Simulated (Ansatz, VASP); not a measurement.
One calculation of SnO2, two programs

```
Sn O
1.0
     1.64370    0.94899    4.65593
    -1.64370    0.94899    4.65593
     0.00000   -1.89798    4.65593
Sn O
1 2
Cartesian
  0.0000 0.0000 6.9839
  0.0000 0.0000 3.2808
  0.0000 0.0000 10.6870
```

Alike in both runs: task single point; functional PBE; k mesh 12 × 12 × 12; occupations gaussian, width 0.05 eV; no spin polarisation.

```csv
,VASP,Ansatz
version,VASP 6.6.1,Ansatz 0.2.0
potentials or method,"VASP PAW PBE potentials, release 64 (Sn_d, O), cutoff 520 eV","scalar-relativistic, plane waves, PAW"
valence electrons in the cell,26,26
```

|  | VASP | Ansatz | Ansatz less VASP |
| --- | --- | --- | --- |
| gap on the k mesh at the Fermi level (eV) | 1.64 | 1.66 | +0.020 |
| least direct gap on the mesh (eV) | 1.80 | 1.81 | +0.014 |
| pressure (GPa) | -0.6 | -1.2 | -0.58 |
| traceless stress, the component that is largest in VASP (GPa) | 3.13 | 3.54 | +0.414 |
| rms of the force components (eV/Å) | 0.192 | 0.168 | -0.0239 |

Atom by atom the forces differ by 0.024 eV/Å (rms over components). The functional is the same, so the differences come from potentials, cutoffs and numerics.
